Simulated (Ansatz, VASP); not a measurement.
One calculation of Ga3As3N2, two programs

```
Ga As N
1.0
     4.01370    0.00000    0.00000
     0.00000    5.67623    0.00000
     0.00000    0.00000   22.88527
Ga As N
3 3 2
Direct
  0.50000 0.50000 0.17478
  0.00000 0.06538 0.27327
  0.50000 0.48946 0.32920
  0.00000 0.25000 0.17478
  0.50000 0.81022 0.25542
  0.00000 0.28876 0.36640
  0.25000 0.28876 0.51497
  0.25000 0.28876 0.56304
```

Alike in both runs: task single point; functional PBE; dispersion D3(BJ); k mesh 7 × 5 × 1; occupations gaussian, width 0.05 eV; no spin polarisation.

```csv
,VASP,Ansatz
version,VASP 6.6.1,Ansatz 0.2.0
potentials or method,"VASP PAW PBE potentials, release 64 (Ga_d, As, N), cutoff 520 eV","scalar-relativistic, plane waves, PAW"
valence electrons in the cell,64,94
```

```csv
,VASP,Ansatz,Ansatz less VASP
gap on the k mesh at the Fermi level (eV),0.40,0.41,+0.008
least direct gap on the mesh (eV),0.75,0.75,+0.003
rms of the force components (eV/Å),0.689,0.331,-0.3578
```

One of these differences is far larger than is usual between the two programs; its cause wasn't traced. VASP's potentials hold 64 valence electrons a cell and Ansatz's 94, so a difference there can come from the potentials and not from the codes.

Noted on VASP's run: the standard files for N, O and F lose accuracy on very short bonds.
